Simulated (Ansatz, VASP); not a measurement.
# Two plane-wave programs on WC

File INCAR:

```
SYSTEM = WC
PREC = Accurate
ENCUT = 520
EDIFF = 1E-7
ISMEAR = 0
SIGMA = 0.15
LREAL = .FALSE.
LASPH = .TRUE.
NELM = 100
ALGO = Normal
ISIF = 2
LWAVE = .FALSE.
LCHARG = .FALSE.
GGA = CA
NBANDS = 16
```

Contents of KPOINTS:

```
Automatic mesh
0
G
  18 18 16
  0 0 0
```

File POSCAR:

```
WC
1.0
    2.9005014360      0.0000000000      0.0000000000
   -1.4502507180      2.5119079273      0.0000000000
    0.0000000000      0.0000000000      2.8290000000
W C
1 1
Direct
    0.0000000000      0.0000000000      0.0000000000
    0.6666666667      0.3333333333      0.5000000000
```

Input for Ansatz:

```yaml
crystal:
  lattice:
    - [2.900501436, 0.0, 0.0]
    - [-1.450250718, 2.5119079273, 0.0]
    - [0.0, 0.0, 2.829]
  atoms:
    - { symbol: W, position: [0.0, 0.0, 0.0] }
    - { symbol: C, position: [0.6666666667, 0.3333333333, 0.5] }
basis:
  ecutwfc: 420
kpoints:
  mp_grid: { grid: [18, 18, 16] }
hamiltonian:
  xc: lda
scf:
  occupations: { method: gaussian, width: 0.15 }
output:
  forces: true
  stress: true
  eigenvalues: true
```

Alike in both runs: task single point; functional LDA; k mesh 18 × 18 × 16; occupations gaussian, width 0.15 eV; no spin polarisation.

|  | VASP | Ansatz |
| --- | --- | --- |
| version | VASP 6.6.1 | Ansatz 0.2.0 |
| potentials or method | VASP PAW LDA potentials, release 64 (W_sv, C), cutoff 520 eV | scalar-relativistic, plane waves, PAW |
| valence electrons in the cell | 18 | 18 |

|  | VASP | Ansatz | Ansatz less VASP |
| --- | --- | --- | --- |
| gap on the k mesh at the Fermi level (eV) | none | none | - |
| pressure (GPa) | -4.6 | -7.2 | -2.56 |
| traceless stress, the component that is largest in VASP (GPa) | -0.53 | -0.85 | -0.324 |

LDA's correlation is that of Perdew and Zunger in VASP and of Perdew and Wang (1992) in Ansatz. A gap of «none» marks a metal or a gap that the smearing closes.

Spin-orbit coupling is off throughout.
